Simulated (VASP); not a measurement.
The system is B6Se.

```
B Se
1.0
     2.55704    1.47631    3.74587
    -2.55704    1.47631    3.74587
     0.00000   -2.95262    3.74587
B Se
6 1
Direct
  0.50000 0.16734 0.83266
  0.83266 0.50000 0.16734
  0.16734 0.83266 0.50000
  0.50000 0.83266 0.16734
  0.16734 0.50000 0.83266
  0.83266 0.16734 0.50000
  0.00000 0.00000 0.00000
```

The cell was generated, and may not be a known phase.

```yaml
Program: VASP 6.6.1
Task: relaxation of cell and atoms
Functional: PBE
Potentials_or_basis: VASP PAW PBE potentials, release 64 (B, Se)
Cutoff: 600 eV
k_mesh: 12 × 12 × 12
Occupations: gaussian, width 0.1 eV
Spin: no spin polarisation
```

At the start: pressure 0.2 GPa; volume 12.12 Å³/atom.

Question: Where does the relaxation end?

Answer: Over 7 steps the energy falls by 2.8 meV/atom and the volume is 12.42 Å³/atom (+2.5 %); space group R-3m (No. 166, to 0.1 Å) before and after.

The path:
| step | energy change (eV) | largest force (eV/Å) | pressure (GPa) | volume (Å³) |
| --- | --- | --- | --- | --- |
| 1 | 0.0000 | 0.1337 | 0.22 | 84.84 |
| 2 | -0.0094 | 0.0618 | 0.80 | 85.05 |
| 3 | -0.0099 | 0.1180 | 0.97 | 85.10 |
| 4 | -0.0170 | 0.0642 | 0.42 | 86.05 |
| 5 | -0.0193 | 0.0061 | -0.16 | 87.11 |
| 6 | -0.0194 | 0.0110 | -0.11 | 87.02 |
| 7 | -0.0194 | 0.0077 | 0.07 | 86.92 |

Final structure:
```
B Se
1.0
     2.55005    1.47227    3.85875
    -2.55005    1.47227    3.85875
     0.00000   -2.94454    3.85875
B Se
6 1
Direct
  0.50000 0.16630 0.83370
  0.83370 0.50000 0.16630
  0.16630 0.83370 0.50000
  0.50000 0.83370 0.16630
  0.16630 0.50000 0.83370
  0.83370 0.16630 0.50000
  0.00000 0.00000 0.00000
```
